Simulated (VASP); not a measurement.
# SiO2 (P4_12_12) in VASP: relaxation of the atoms with PBE

Aim: the relaxation of the atoms of SiO2 with PBE.

All numbers are computed with VASP 6.6.1; they aren't measurements. Logs are shortened: lines on timing, memory, paths and dates and some standing lists are left out, and cuts for length are marked.

### Step 1. The cell of the first run

Symmetry: P4_12_12, No. 92, tetragonal system. The conventional cell has a = 4.971 Å, b = 4.971 Å, c = 6.928 Å, α = 90.00°, β = 90.00°, γ = 90.00°. Within 2.1 Å of Si (site symmetry 2) lie 4 O at 1.60 to 1.61 Å. Within 2.1 Å of O (site symmetry 1) lie 2 Si at 1.60 to 1.61 Å.

### Step 2. Relaxation of the atoms, PBE

Input file INCAR:

```
SYSTEM = SiO2
PREC = Accurate
ENCUT = 520
EDIFF = 1E-6
ISMEAR = -1
SIGMA = 0.02
LREAL = .FALSE.
LASPH = .TRUE.
NELM = 60
ALGO = Normal
ISIF = 2
LWAVE = .FALSE.
LCHARG = .FALSE.
GGA = PE
IBRION = 2
NSW = 80
EDIFFG = -0.02
```

Input file KPOINTS:

```
regular mesh
0
G
  5 5 4
  0 0 0
```

Input file POSCAR:

```
SiO2
1.0
    4.9709000000      0.0000000000      0.0000000000
    0.0000000000      4.9709000000      0.0000000000
    0.0000000000      0.0000000000      6.9278000000
Si O
4 8
Direct
    0.3005000000      0.3005000000      0.0000000000
    0.1995000000      0.8005000000      0.2500000000
    0.6995000000      0.6995000000      0.5000000000
    0.8005000000      0.1995000000      0.7500000000
    0.2392000000      0.1037000000      0.1786000000
    0.3963000000      0.7392000000      0.4286000000
    0.7608000000      0.8963000000      0.6786000000
    0.6037000000      0.2608000000      0.9286000000
    0.7392000000      0.3963000000      0.5714000000
    0.8963000000      0.7608000000      0.3214000000
    0.2608000000      0.6037000000      0.0714000000
    0.1037000000      0.2392000000      0.8214000000
```

Potentials or basis: VASP PAW PBE potentials, release 64 (Si, O).

Launch:

```
> cat potpaw_PBE.64/Si/POTCAR potpaw_PBE.64/O/POTCAR > POTCAR
> mpirun -np 1 vasp_std > vasp.out
```

OUTCAR:

```text
SYSTEM = SiO2
   PREC = Accurate
   ENCUT = 520
   EDIFF = 1E-6
   ISMEAR = -1
   LREAL = .FALSE.
   LASPH = .TRUE.
   NELM = 60
   ISIF = 2
   GGA = PE
   IBRION = 2
   NSW = 80
   EDIFFG = -0.02

 ion  position               nearest neighbor table
   1  0.300  0.300  0.000-   8 1.60  11 1.60   5 1.61  12 1.61   2 3.07   4 3.07   2 3.07   4 3.07

   2  0.200  0.800  0.250-   5 1.60  10 1.60   6 1.61  11 1.61   1 3.07   3 3.07   1 3.07   3 3.07

   3  0.700  0.700  0.500-   6 1.60   9 1.60   7 1.61  10 1.61   2 3.07   4 3.07   4 3.07   2 3.07

   4  0.800  0.200  0.750-   7 1.60  12 1.60   9 1.61   8 1.61   1 3.07   3 3.07   3 3.07   1 3.07

   5  0.239  0.104  0.179-   2 1.60   1 1.61
   6  0.396  0.739  0.429-   3 1.60   2 1.61
   7  0.761  0.896  0.679-   4 1.60   3 1.61
   8  0.604  0.261  0.929-   1 1.60   4 1.61
   9  0.739  0.396  0.571-   3 1.60   4 1.61
  10  0.896  0.761  0.321-   2 1.60   3 1.61
  11  0.261  0.604  0.071-   1 1.60   2 1.61
  12  0.104  0.239  0.821-   4 1.60   1 1.61

  LATTYP: Found a simple tetragonal cell.
 ALAT       =     4.9709000000
 C/A-ratio  =     1.3936711662

  Lattice vectors:

 A1 = (   4.9709000000,   0.0000000000,   0.0000000000)
 A2 = (   0.0000000000,   4.9709000000,   0.0000000000)
 A3 = (   0.0000000000,   0.0000000000,   6.9278000000)

Analysis of symmetry for initial positions (statically):
=====================================================================
 Subroutine PRICEL returns:
 Original cell was already a primitive cell.

 Routine SETGRP: Setting up the symmetry group for a
 simple tetragonal supercell.

 Subroutine GETGRP returns: Found  8 space group operations
 (whereof  2 operations were pure point group operations)
 out of a pool of 16 trial point group operations.

The static configuration has the point symmetry C_2 .
 The point group associated with its full space group is D_4 .

Analysis of symmetry for dynamics (positions and initial velocities):
=====================================================================
 Subroutine PRICEL returns:
 Original cell was already a primitive cell.

 Routine SETGRP: Setting up the symmetry group for a
 simple tetragonal supercell.

 Subroutine GETGRP returns: Found  8 space group operations
 (whereof  2 operations were pure point group operations)
 out of a pool of 16 trial point group operations.

The dynamic configuration has the point symmetry C_2 .
 The point group associated with its full space group is D_4 .

 Subroutine INISYM returns: Found  8 space group operations
 (whereof  2 operations are pure point group operations),
 and found     1 'primitive' translations

----------------------------------------------------------------------------------------

                                     Primitive cell

  volume of cell :     171.1849

  direct lattice vectors                    reciprocal lattice vectors
     4.970900000  0.000000000  0.000000000     0.201170814  0.000000000  0.000000000
     0.000000000  4.970900000  0.000000000     0.000000000  0.201170814  0.000000000
     0.000000000  0.000000000  6.927800000     0.000000000  0.000000000  0.144345968

  length of vectors
     4.970900000  4.970900000  6.927800000     0.201170814  0.201170814  0.144345968

  position of ions in fractional coordinates (direct lattice)
     0.300500000  0.300500000  0.000000000
     0.199500000  0.800500000  0.250000000
     0.699500000  0.699500000  0.500000000
     0.800500000  0.199500000  0.750000000
     0.239200000  0.103700000  0.178600000
     0.396300000  0.739200000  0.428600000
     0.760800000  0.896300000  0.678600000
     0.603700000  0.260800000  0.928600000
     0.739200000  0.396300000  0.571400000
     0.896300000  0.760800000  0.321400000
     0.260800000  0.603700000  0.071400000
     0.103700000  0.239200000  0.821400000

  ion indices of the primitive-cell ions
   primitive index   ion index
                 1           1
                 2           2
                 3           3
                 4           4
                 5           5
                 6           6
                 7           7
                 8           8
                 9           9
                10          10
                11          11
                12          12

----------------------------------------------------------------------------------------

 KPOINTS: regular mesh

Automatic generation of k-mesh.
 Grid dimensions read from file:
 generate k-points for:    5    5    4

 Generating k-lattice:

  Cartesian coordinates                     Fractional coordinates (reciprocal lattice)
     0.040234163  0.000000000  0.000000000     0.200000000  0.000000000  0.000000000
     0.000000000  0.040234163  0.000000000     0.000000000  0.200000000  0.000000000
     0.000000000  0.000000000  0.036086492     0.000000000  0.000000000  0.250000000

  Length of vectors
     0.040234163  0.040234163  0.036086492

  Shift w.r.t. Gamma in fractional coordinates (k-lattice)
     0.000000000  0.000000000  0.000000000

 Subroutine IBZKPT returns following result:
 ===========================================

 Found     18 irreducible k-points:

 Following reciprocal coordinates:
            Coordinates               Weight
  0.000000  0.000000  0.000000      1.000000
  0.200000  0.000000  0.000000      4.000000
  0.400000  0.000000  0.000000      4.000000
  0.200000  0.200000  0.000000      4.000000
  0.400000  0.200000  0.000000      8.000000
  0.400000  0.400000  0.000000      4.000000
[... 10 lines left out ...]
  0.400000  0.200000  0.500000      8.000000
  0.400000  0.400000  0.500000      4.000000
   k-points           NKPTS =     18   k-points in BZ     NKDIM =     18   number of bands    NBANDS=     39
   number of dos      NEDOS =    301   number of ions     NIONS =     12
   total plane-waves  NPLWV =  86400
   dimension x,y,z NGX =    40 NGY =   40 NGZ =   54
   dimension x,y,z NGXF=    80 NGYF=   80 NGZF=  108
   ions per type =               4   8
   NGX,Y,Z   is equivalent  to a cutoff of  13.38, 13.38, 12.96 a.u.
   NGXF,Y,Z  is equivalent  to a cutoff of  26.76, 26.76, 25.92 a.u.
 SYSTEM =  SiO2
   PREC   = accura    normal or accurate (medium, high low for compatibility)
   ISTART =      0    job   : 0-new  1-cont  2-samecut
   ICHARG =      2    charge: 1-file 2-atom 10-const
   ISPIN  =      1    spin polarized calculation?
   LNONCOLLINEAR =      F non collinear calculations
   LSORBIT =      F    spin-orbit coupling
   LASPH  =      T    aspherical Exc in radial PAW
   ENCUT  =  520.0 eV  38.22 Ry    6.18 a.u.   9.24  9.24 12.88*2*pi/ulx,y,z
   NELM   =     60;   NELMIN=  2; NELMDL= -5     # of ELM steps
   EDIFF  = 0.1E-05   stopping-criterion for ELM
   LREAL  =      F    real-space projection
   EDIFFG = -.2E-01   stopping-criterion for IOM
   NSW    =     80    number of steps for IOM
   IBRION =      2    ionic relax: 0-MD 1-quasi-New 2-CG
   NFREE  =      1    steps in history (QN), initial steepest desc. (CG)
   ISIF   =      2    stress and relaxation
   ISYM   =      2    0-nonsym 1-usesym 2-fastsym
   POTIM  = 0.5000    time-step for ionic-motion
   TEBEG  =    0.0;   TEEND  =   0.0 temperature during run
   PSTRESS=    0.0 pullay stress
   NELECT =      64.0000    total number of electrons
   NUPDOWN=      -1.0000    fix difference up-down
   EMIN   =  10.00;   EMAX   =-10.00  energy-range for DOS
   EFERMI =   0.00;   METHOD = LEGACY
   ISMEAR =    -1;   SIGMA  =   0.02  broadening in eV -4-tet -1-fermi 0-gaus
   EFERMI_NEDOS =   21; number of points for ismear=-14 and -15
   IALGO  =     38    algorithm
   IMIX   =      4    mixing-type and parameters
     AMIX     =   0.40;   BMIX     =  1.00
     AMIX_MAG =   1.60;   BMIX_MAG =  1.00
  volume/ion in A,a.u.               =      14.27        96.27
  Fermi-wavevector in a.u.,A,eV,Ry     =   1.179360  2.228667 18.924204  1.390890
  Thomas-Fermi vector in A             =   2.315672
   LORBIT       =      0    0 simple, 1 ext, 2 COOP (PROOUT), +10 PAW based schemes
   GGA     = PE    functional components
   LHFCALC =     F    Hartree Fock is set to
   AEXX    =    0.0000 exact exchange contribution
   IVDW    =     0    specifies the selected vdW correction
   LEPSILON=     F    determine dielectric tensor
   LRPA    =     F    only Hartree local field effects (RPA)
 conjugate gradient relaxation of ions
 non-spin polarized calculation
  energy-cutoff  :      520.00
  volume of cell :      171.18
 maximum number of plane-waves:      4634
 NGX is ok and might be reduce to    40
   NGX = 19   NGY = 19   NGZ = 25

--------------------------------------- Ionic step        1  -------------------------------------------

 number of electron      63.9999985 magnetization

 Free energy of the ion-electron system (eV)
  ---------------------------------------------------
  ext. energy  EPLUGINS =         0.00000000
  ---------------------------------------------------
  free energy    TOTEN  =       -94.73819035 eV

  energy without entropy =      -94.73819035  energy(sigma->0) =      -94.73819035

------------------------ aborting loop because EDIFF is reached ----------------------------------------

  FORCE on cell =-STRESS in cart. coord.  units (eV):
  Direction    XX          YY          ZZ          XY          YZ          ZX
  --------------------------------------------------------------------------------------
  -------------------------------------------------------------------------------------
  Total        8.7044538      8.7044538      7.9041811      0.0000000      0.0000000      0.0000000
  in kB       81.4679356     81.4679356     73.9779121      0.0000000      0.0000000      0.0000000
  external PRESSURE =      78.9712611 kB  Pullay stress =       0.0000000 kB
[... 119 lines left out ...]
  FREE ENERGIE OF THE ION-ELECTRON SYSTEM (eV)
  ---------------------------------------------------
  free  energy   TOTEN  =       -94.7869333956 eV

  energy  without entropy=      -94.7869333956  energy(sigma->0) =      -94.78693340

[... ionic steps 4 to 17 ...]

--------------------------------------- Ionic step       18  -------------------------------------------

 number of electron      64.0000020 magnetization

------------------------ aborting loop because EDIFF is reached ----------------------------------------

  FORCE on cell =-STRESS in cart. coord.  units (eV):
  Direction    XX          YY          ZZ          XY          YZ          ZX
  --------------------------------------------------------------------------------------
  -------------------------------------------------------------------------------------
  Total        1.5385960      1.5385960      1.1344789     -0.0000000     -0.0000000      0.0000000
  in kB       14.4002418     14.4002418     10.6179729     -0.0000000     -0.0000000      0.0000000
  external PRESSURE =      13.1394855 kB  Pullay stress =       0.0000000 kB
[... 77 lines left out ...]
  energy  without entropy=      -94.8877294743  energy(sigma->0) =      -94.88772947

--------------------------------------- Ionic step       20  -------------------------------------------

 number of electron      64.0000020 magnetization

 Free energy of the ion-electron system (eV)
  ---------------------------------------------------
  ext. energy  EPLUGINS =         0.00000000
  ---------------------------------------------------
  free energy    TOTEN  =       -94.88774697 eV

  energy without entropy =      -94.88774697  energy(sigma->0) =      -94.88774697

 E-fermi :   0.6270     XC(G=0):  -8.4922

 val. band max:        0.1546102875   @ k =   0.0000   0.0000   0.0000
 cond. band min:       5.7761733327   @ k =   0.0000   0.0000   0.0000
 fundamental gap:      5.6215630453
 Fermi energy:         0.6270481816

 k-point     1 :       0.0000    0.0000    0.0000
  band No.  band energies     occupation
      1     -19.2006      2.00000
      2     -18.3131      2.00000
      3     -18.3131      2.00000
      4     -17.1892      2.00000
      5     -17.1196      2.00000
      6     -17.1186      2.00000
[... 784 lines left out ...]
  FREE ENERGIE OF THE ION-ELECTRON SYSTEM (eV)
  ---------------------------------------------------
  free  energy   TOTEN  =       -94.8877469690 eV

  energy  without entropy=      -94.8877469690  energy(sigma->0) =      -94.88774697

 reached required accuracy - stopping structural energy minimisation
```

It took 26 min on 1 thread of Intel Xeon Platinum 8488C (Sapphire Rapids), shared host; peak memory 0.31 GiB.

Results:

- Free energy: -94.8877 eV
- Energy gained by relaxing: 12.5 meV/atom
- Ionic steps: 20
- Pressure after relaxing: 1.3 GPa
- Largest force after relaxing: 0.011 eV/Å
- Band gap on the k mesh: 5.62 eV

Forces in eV/Å, atoms in the order of the input:
```
Si   0.002  0.002  0.000
Si  -0.002  0.002  0.000
Si  -0.002 -0.002  0.000
Si   0.002 -0.002  0.000
O   -0.001  0.006 -0.009
O   -0.006 -0.001 -0.009
O    0.001 -0.006 -0.009
O    0.006  0.001 -0.009
O   -0.001 -0.006  0.009
O   -0.006  0.001  0.009
O    0.001  0.006  0.009
O    0.006 -0.001  0.009
```

Step by step:
```
step  energy change (eV)  largest force (eV/Å)  pressure (GPa)
   1              0.0000                0.4989            7.90
   2             -0.0485                0.6818            6.09
   3             -0.0487                0.6221            6.21
   4             -0.0799                0.5226            5.32
   5             -0.1194                0.2616            2.71
   6             -0.1237                0.2020            2.68
   7             -0.1332                0.1921            2.61
   8             -0.1358                0.3422            2.45
   9             -0.1374                0.2862            2.52
  10             -0.1404                0.2279            2.47
  11             -0.1452                0.0870            2.34
  12             -0.1455                0.0851            2.31
  13             -0.1459                0.0806            2.25
  14             -0.1470                0.0673            2.10
  15             -0.1486                0.0406            1.78
  16             -0.1494                0.0270            1.16
  17             -0.1495                0.0238            1.30
  18             -0.1495                0.0235            1.31
  19             -0.1495                0.0245            1.31
  20             -0.1496                0.0108            1.31
```

Final structure:
```
Si O
1.0
     4.97090    0.00000    0.00000
     0.00000    4.97090    0.00000
     0.00000    0.00000    6.92780
Si O
4 8
Direct
  0.30562 0.30562 0.00000
  0.19438 0.80562 0.25000
  0.69438 0.69438 0.50000
  0.80562 0.19438 0.75000
  0.23676 0.11695 0.18528
  0.38305 0.73676 0.43528
  0.76324 0.88305 0.68528
  0.61695 0.26324 0.93528
  0.73676 0.38305 0.56472
  0.88305 0.76324 0.31472
  0.26324 0.61695 0.06472
  0.11695 0.23676 0.81472
```

Levels at points of the mesh, in eV from the valence-band top:
| k point | band 30 | band 31 | band 32 | band 33 | band 34 | band 35 |
| --- | --- | --- | --- | --- | --- | --- |
| (0.00, 0.00, 0.00) | -0.34 | -0.34 | 0.00 | 5.62 | 8.75 | 8.75 |
| (0.00, 0.00, 0.50) | -0.56 | -0.37 | -0.37 | 6.90 | 6.90 | 9.28 |

A k mesh can miss the band edges.
